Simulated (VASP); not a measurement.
# SiO2 (P4_12_12) in VASP: further runs, part 2 of 2

VASP 6.6.1. Earlier steps stand in the parts before.

### Step 3. Single point, r2SCAN (13.43 Å³/atom)

This run uses another cell than the first one, of 13.43 Å³/atom.

POSCAR reads:

```
SiO2
1.0
    4.8775258126      0.0000000000      0.0000000000
    0.0000000000      4.8775258126      0.0000000000
    0.0000000000      0.0000000000      6.7737188720
Si O
4 8
Direct
    0.3024588131      0.3024588131      0.0000000000
    0.1975411869      0.8024588131      0.2500000000
    0.6975411869      0.6975411869      0.5000000000
    0.8024588131      0.1975411869      0.7500000000
    0.2381684589      0.1092706349      0.1814546508
    0.3907293651      0.7381684589      0.4314546508
    0.7618315411      0.8907293651      0.6814546508
    0.6092706349      0.2618315411      0.9314546508
    0.7381684589      0.3907293651      0.5685453492
    0.8907293651      0.7618315411      0.3185453492
    0.2618315411      0.6092706349      0.0685453492
    0.1092706349      0.2381684589      0.8185453492
```

INCAR.step1 reads:

```
SYSTEM = SiO2
PREC     = Accurate       ! precision mode
ENCUT    = 520            ! plane-wave cutoff, eV
ISMEAR   = 0              ! smearing method
SIGMA    = 0.01           ! smearing width, eV
LREAL    = .False.        ! projectors in reciprocal space
LASPH    = .True.         ! aspherical terms in the spheres
NELM     = 80             ! most SCF steps
NBANDS   = 44             ! bands
GGA      = PE             ! functional
ALGO     = Normal         ! electronic algorithm
EDIFF    = 1E-4           ! SCF threshold, eV
LWAVE    = .True.         ! write WAVECAR
LCHARG   = .False.        ! write CHGCAR
```

INCAR.step2 reads:

```
SYSTEM = SiO2
PREC     = Accurate       ! precision mode
ENCUT    = 520            ! plane-wave cutoff, eV
EDIFF    = 1E-7           ! SCF threshold, eV
ISMEAR   = 0              ! smearing method
SIGMA    = 0.01           ! smearing width, eV
LREAL    = .False.        ! projectors in reciprocal space
LASPH    = .True.         ! aspherical terms in the spheres
NELM     = 80             ! most SCF steps
ALGO     = Normal         ! electronic algorithm
ISIF     = 2              ! what is computed and relaxed
LWAVE    = .False.        ! write WAVECAR
LCHARG   = .False.        ! write CHGCAR
METAGGA  = R2SCAN         ! meta-GGA
LMIXTAU  = .True.       
NBANDS   = 44             ! bands
ISTART   = 1
```

KPOINTS reads:

```
regular mesh
0
Gamma
  4 4 4
  0 0 0
```

Potentials or basis: VASP PAW PBE potentials, release 64 (Si, O).

Launch:

```console
> cat potpaw_PBE.64/Si/POTCAR potpaw_PBE.64/O/POTCAR > POTCAR
> cp INCAR.step1 INCAR
> mpirun -np 1 vasp_std > vasp.out
> cp INCAR.step2 INCAR
> mpirun -np 1 vasp_std > vasp.out
```

OUTCAR:

```text
SYSTEM = SiO2
   PREC = Accurate
   ENCUT = 520
   EDIFF = 1E-7
   ISMEAR = 0
   LREAL = .False.
   LASPH = .True.
   NELM = 80
   ISIF = 2
   METAGGA = R2SCAN
   ISTART = 1

 ion  position               nearest neighbor table
   1  0.302  0.302  0.000-   8 1.58  11 1.58   5 1.58  12 1.58   2 3.01   4 3.01   2 3.01   4 3.01

   2  0.198  0.802  0.250-   5 1.58  10 1.58   6 1.58  11 1.58   1 3.01   3 3.01   1 3.01   3 3.01

   3  0.698  0.698  0.500-   6 1.58   9 1.58   7 1.58  10 1.58   2 3.01   4 3.01   4 3.01   2 3.01

   4  0.802  0.198  0.750-   7 1.58  12 1.58   9 1.58   8 1.58   1 3.01   3 3.01   3 3.01   1 3.01

   5  0.238  0.109  0.181-   2 1.58   1 1.58
   6  0.391  0.738  0.431-   3 1.58   2 1.58
   7  0.762  0.891  0.681-   4 1.58   3 1.58
   8  0.609  0.262  0.931-   1 1.58   4 1.58
   9  0.738  0.391  0.569-   3 1.58   4 1.58
  10  0.891  0.762  0.319-   2 1.58   3 1.58
  11  0.262  0.609  0.069-   1 1.58   2 1.58
  12  0.109  0.238  0.819-   4 1.58   1 1.58

[... 210 lines left out ...]
      3     -19.6969      2.00000
      4     -18.4625      2.00000
      5     -18.4153      2.00000
      6     -18.4087      2.00000
[... 835 lines left out ...]
     43      12.0681      0.00000
     44      12.0681      0.00000

------------------------ aborting loop because EDIFF is reached ----------------------------------------

  FORCE on cell =-STRESS in cart. coord.  units (eV):
  Direction    XX          YY          ZZ          XY          YZ          ZX
  --------------------------------------------------------------------------------------
  -------------------------------------------------------------------------------------
  Total       12.7493006     12.7493006     12.7392704      0.0000000      0.0000000      0.0000000
  in kB      126.7566117    126.7566117    126.6568888      0.0000000      0.0000000      0.0000000
  external PRESSURE =     126.7233707 kB  Pullay stress =       0.0000000 kB

 VOLUME and BASIS-vectors are now :
 -----------------------------------------------------------------------------
  energy-cutoff  :      520.00
  volume of cell :      161.15
      direct lattice vectors                 reciprocal lattice vectors
     4.877525813  0.000000000  0.000000000     0.205021980  0.000000000  0.000000000
     0.000000000  4.877525813  0.000000000     0.000000000  0.205021980  0.000000000
     0.000000000  0.000000000  6.773718872     0.000000000  0.000000000  0.147629392

 POSITION                                       TOTAL-FORCE (eV/Angst)
 -----------------------------------------------------------------------------------
      1.47525      1.47525      0.00000         0.060324      0.060324      0.000000
      0.96351      3.91401      1.69343        -0.060324      0.060324      0.000000
      3.40228      3.40228      3.38686        -0.060324     -0.060324      0.000000
      3.91401      0.96351      5.08029         0.060324     -0.060324      0.000000
      1.16167      0.53297      1.22912        -0.086886      0.473454      0.591817
      1.90579      3.60044      2.92255        -0.473454     -0.086886      0.591817
      3.71585      4.34456      4.61598         0.086886     -0.473454      0.591817
      2.97173      1.27709      6.30941         0.473454      0.086886      0.591817
      3.60044      1.90579      3.85117        -0.086886     -0.473454     -0.591817
      4.34456      3.71585      2.15774        -0.473454      0.086886     -0.591817
      1.27709      2.97173      0.46431         0.086886      0.473454     -0.591817
      0.53297      1.16167      5.54460         0.473454     -0.086886     -0.591817
 -----------------------------------------------------------------------------------
    total drift:                               -0.000000      0.000000      0.000000

  FREE ENERGIE OF THE ION-ELECTRON SYSTEM (eV)
  ---------------------------------------------------
  free  energy   TOTEN  =      -118.7551703360 eV

  energy  without entropy=     -118.7551703360  energy(sigma->0) =     -118.75517034
```

OUTCAR.step1:

```text
SYSTEM = SiO2
   PREC = Accurate
   ENCUT = 520
   ISMEAR = 0
   LREAL = .False.
   LASPH = .True.
   NELM = 80
[... 1103 lines left out ...]
      4.34456      3.71585      2.15774        -0.609520      0.117611     -0.811917
      1.27709      2.97173      0.46431         0.117611      0.609520     -0.811917
      0.53297      1.16167      5.54460         0.609520     -0.117611     -0.811917
 -----------------------------------------------------------------------------------
    total drift:                               -0.000000      0.000000      0.000000

  FREE ENERGIE OF THE ION-ELECTRON SYSTEM (eV)
  ---------------------------------------------------
  free  energy   TOTEN  =       -94.1357083331 eV

  energy  without entropy=      -94.1357083331  energy(sigma->0) =      -94.13570833
```

It took 3.2 min on 1 thread of Intel Xeon 6975P-C (Granite Rapids), shared host; peak memory 0.3 GiB.

Results:

```
Free energy            : -118.7552 eV
Pressure               : 12.7 GPa
Largest force          : 0.763 eV/Å
Band gap on the k mesh : 6.66 eV
```

Forces in eV/Å, atoms in the order of the input:
```
Si   0.060  0.060  0.000
Si  -0.060  0.060  0.000
Si  -0.060 -0.060  0.000
Si   0.060 -0.060  0.000
O   -0.087  0.473  0.592
O   -0.473 -0.087  0.592
O    0.087 -0.473  0.592
O    0.473  0.087  0.592
O   -0.087 -0.473 -0.592
O   -0.473  0.087 -0.592
O    0.087  0.473 -0.592
O    0.473 -0.087 -0.592
```

Caveat: the cell stands under pressure; the PAW data sets were made with another functional, which shifts forces and pressure a little. r2SCAN opens gaps a little over a GGA but as a rule still falls short of measured ones.
